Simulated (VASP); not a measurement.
Here is a VASP 6.6.1 calculation.

INCAR

```
SYSTEM = TaC
PREC     = Accurate       ! precision mode
ENCUT    = 600            ! plane-wave cutoff, eV
EDIFF    = 1E-6           ! SCF threshold, eV
ISMEAR   = 0              ! smearing method
SIGMA    = 0.1            ! smearing width, eV
LREAL    = .FALSE.        ! projectors in reciprocal space
LASPH    = .TRUE.         ! aspherical terms in the spheres
NELM     = 60             ! most SCF steps
ALGO     = Normal         ! electronic algorithm
ISIF     = 3              ! what is computed and relaxed
LWAVE    = .FALSE.        ! write WAVECAR
LCHARG   = .FALSE.        ! write CHGCAR
GGA      = PE             ! functional
IVDW     = 12             ! dispersion correction
IBRION   = 2              ! ionic algorithm
NSW      = 100            ! ionic steps
EDIFFG   = -0.005         ! ionic threshold
```

The input KPOINTS:

```
Automatic mesh
0
G
  16 16 16
  0 0 0
```

POSCAR

```
TaC
1.0
    0.0000000000      2.2270000000      2.2270000000
    2.2270000000      0.0000000000      2.2270000000
    2.2270000000      2.2270000000      0.0000000000
Ta C
1 1
Direct
    0.0000000000      0.0000000000      0.0000000000
    0.5000000000      0.5000000000      0.5000000000
```

Potentials or basis: VASP PAW PBE potentials, release 64 (Ta_pv, C).

Launch:

```console
$ cat potpaw_PBE.64/Ta_pv/POTCAR potpaw_PBE.64/C/POTCAR > POTCAR
$ mpirun -np 1 vasp_std > vasp.out
```

Predict the relaxed cell.

a = 3.145 Å, b = 3.145 Å, c = 3.145 Å, α = 60.00°, β = 60.00°, γ = 60.00°.

What does it give for the dispersion energy per atom?

-0.462 eV.

Estimate the relaxed volume.

10.99 Å³/atom.

Final structure:
```
Ta C
1.0
     0.00000    2.22358    2.22358
     2.22358    0.00000    2.22358
     2.22358    2.22358    0.00000
Ta C
1 1
Direct
  0.00000 0.00000 0.00000
  0.50000 0.50000 0.50000
```

Caveat: pairwise dispersion overbinds metals, which lowers pressure and volume.
